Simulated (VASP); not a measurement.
MgO:

```
Mg O
1.0
     0.00000    2.07119    2.03018
     2.07119    0.00000    2.03018
     2.07119    2.07119    0.00000
Mg O
1 1
Direct
  0.00000 0.00000 0.00000
  0.50000 0.50000 0.50000
```

```yaml
Program: VASP 6.6.1
Task: relaxation of cell and atoms
Functional: PBE
Potentials_or_basis: VASP PAW PBE potentials, release 64 (Mg, O)
Cutoff: 600 eV
k_mesh: 6 × 6 × 6
Occupations: gaussian, width 0.01 eV
Spin: no spin polarisation
```

At the start: pressure 17.4 GPa; volume 8.71 Å³/atom.

Problem. Where does the relaxation end?

Solution. Over 6 steps the energy falls by 44.9 meV/atom and the volume is 9.58 Å³/atom (+10.0 %); space group Fm-3m (No. 225, to 0.05 Å).

Step by step:
| step | energy change (eV) | largest force (eV/Å) | pressure (GPa) | volume (Å³) |
| --- | --- | --- | --- | --- |
| 1 | 0.0000 | 0.0000 | 17.41 | 17.42 |
| 2 | -0.0758 | 0.0000 | -5.55 | 19.91 |
| 3 | -0.0892 | 0.0000 | -0.08 | 19.15 |
| 4 | -0.0892 | 0.0000 | -0.36 | 19.18 |
| 5 | -0.0897 | 0.0000 | -0.25 | 19.17 |
| 6 | -0.0898 | 0.0000 | -0.14 | 19.15 |

Final structure:
```
Mg O
1.0
     0.00000    2.12340    2.12413
     2.12340    0.00000    2.12413
     2.12340    2.12340    0.00000
Mg O
1 1
Direct
  0.00000 0.00000 0.00000
  0.50000 0.50000 0.50000
```

Caveat: the k points lie up to 0.43 Å⁻¹ apart in the final cell.
